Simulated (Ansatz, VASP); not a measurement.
**W: VASP beside Ansatz**

Contents of INCAR:

```
SYSTEM = W
ALGO     = Normal         ! electronic algorithm
EDIFF    = 1E-6           ! SCF threshold, eV
ENCUT    = 500            ! plane-wave cutoff, eV
GGA      = PE             ! functional
GGA_COMPAT= .FALSE.      
ISIF     = 2              ! what is computed and relaxed
ISMEAR   = 0              ! smearing method
LASPH    = .TRUE.         ! aspherical terms in the spheres
LCHARG   = .TRUE.         ! write CHGCAR
LELF     = .TRUE.         ! ELF
LREAL    = .FALSE.        ! projectors in reciprocal space
LVHAR    = .TRUE.       
LWAVE    = .FALSE.        ! write WAVECAR
NBANDS   = 13             ! bands
NELM     = 120            ! most SCF steps
PREC     = Accurate       ! precision mode
SIGMA    = 0.05           ! smearing width, eV
```

Contents of KPOINTS:

```
k-points
0
G
  8 8 8
  0 0 0
```

The input POSCAR:

```
W
1.0
    0.0000000000      2.0190543746      2.0190543746
    2.0190543746      0.0000000000      2.0190543746
    2.0190543746      2.0190543746      0.0000000000
W
1
Direct
    0.0000000000      0.0000000000      0.0000000000
```

Input for Ansatz:

```yaml
crystal:
  lattice:
    - [0.0, 2.0190543746, 2.0190543746]
    - [2.0190543746, 0.0, 2.0190543746]
    - [2.0190543746, 2.0190543746, 0.0]
  atoms:
    - { symbol: W, position: [0.0, 0.0, 0.0] }
basis:
  ecutwfc: 600
  ecutrho_ratio: 5
kpoints:
  mp_grid: { grid: [8, 8, 8] }
hamiltonian:
  xc: pbe
scf:
  occupations: { method: gaussian, width: 0.05 }
output:
  forces: true
  stress: true
  eigenvalues: true
```

Alike in both runs: task single point; functional PBE; k mesh 8 × 8 × 8; occupations gaussian, width 0.05 eV; no spin polarisation.

```csv
,VASP,Ansatz
version,VASP 6.6.1,Ansatz 0.2.0
potentials or method,"VASP PAW PBE potentials, release 64 (W_sv), cutoff 500 eV","scalar-relativistic, plane waves, PAW"
valence electrons in the cell,14,14
```

|  | VASP | Ansatz | Ansatz less VASP |
| --- | --- | --- | --- |
| pressure (GPa) | 0.8 | 0.3 | -0.47 |

Neither program's run includes spin-orbit coupling.
